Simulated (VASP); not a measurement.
Here is a VASP 6.6.1 calculation.

File INCAR:

```
PREC = Accurate
ENCUT = 520
EDIFF = 1E-6
ISMEAR = -1
SIGMA = 0.02
LREAL = F
LASPH = T
NELM = 80
ALGO = Normal
ISIF = 2
LWAVE = F
LCHARG = F
GGA = PE
NBANDS = 46
```

The input KPOINTS:

```
regular mesh
0
Gamma
  6 6 6
```

Contents of POSCAR:

```
CdGeAs2
1.0
   -3.0798079677      3.0798079677      5.8214660023
    3.0798079677     -3.0798079677      5.8214660023
    3.0798079677      3.0798079677     -5.8214660023
Cd Ge As
2 2 4
Direct
    0.2500000000      0.7500000000      0.5000000000
    0.5000000000      0.5000000000      0.0000000000
    0.0000000000      0.0000000000      0.0000000000
    0.7500000000      0.2500000000      0.5000000000
    0.8750000000      0.3449727183      0.9699727183
    0.6550272817      0.6250000000      0.5300272817
    0.3750000000      0.9050272817      0.0300272817
    0.0949727183      0.1250000000      0.4699727183
```

Potentials or basis: VASP PAW PBE potentials, release 64 (Cd, Ge_d, As).

The run is started by

```sh
$ cat potpaw_PBE.64/Cd/POTCAR potpaw_PBE.64/Ge_d/POTCAR potpaw_PBE.64/As/POTCAR > POTCAR
$ mpirun -np 1 vasp_std > vasp.out
```

Task: Predict the pressure.

Result: -2.2 GPa.

Task: Predict the band gap on the k mesh.

Result: 0.16 eV, indirect (least direct gap 0.21 eV).

Task: Predict the largest force.

Result: 0.104 eV/Å.

Stress tensor (GPa, compression positive):
```
-2.21  0.00  0.00
 0.00 -2.21  0.00
 0.00  0.00 -2.05
```

Caveat: the cell differs from its parent crystal (strain +3.0%). A k mesh can miss the band edges.
